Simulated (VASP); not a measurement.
TiC:

```xyz
2
Lattice="0.0000 2.1640 2.1640 2.1640 0.0000 2.1640 2.1640 2.1640 0.0000" Properties=species:S:1:pos:R:3 pbc="T T T"
Ti    0.0000    0.0000    0.0000
C     2.1640    2.1640    2.1640
```

- Program: VASP 6.6.1
- Task: relaxation of cell and atoms
- Functional: PBE
- Dispersion: D3(BJ)
- Potentials or basis: VASP PAW PBE potentials, release 64 (Ti_sv, C)
- Cutoff: 600 eV
- k mesh: 16 × 16 × 16
- Occupations: gaussian, width 0.1 eV
- Spin: no spin polarisation

At the start: pressure -6.3 GPa; volume 10.13 Å³/atom.

**Question.** Where does the relaxation end?

**Answer.** Over 3 steps the energy falls by 5.2 meV/atom and the volume is 9.88 Å³/atom (-2.5 %); space group Fm-3m (No. 225, to 0.05 Å).

The path:
```tsv
step	energy change (eV)	largest force (eV/Å)	pressure (GPa)	volume (Å³)
1	0.0000	0.0000	-6.35	20.27
2	0.0080	0.0000	9.33	19.11
3	-0.0103	0.0000	-0.04	19.76
```

Final structure:
```
Ti C
1.0
     0.00000    2.14589    2.14589
     2.14589    0.00000    2.14589
     2.14589    2.14589    0.00000
Ti C
1 1
Direct
  0.00000 0.00000 0.00000
  0.50000 0.50000 0.50000
```

Caveat: pairwise dispersion overbinds metals, which lowers pressure and volume.
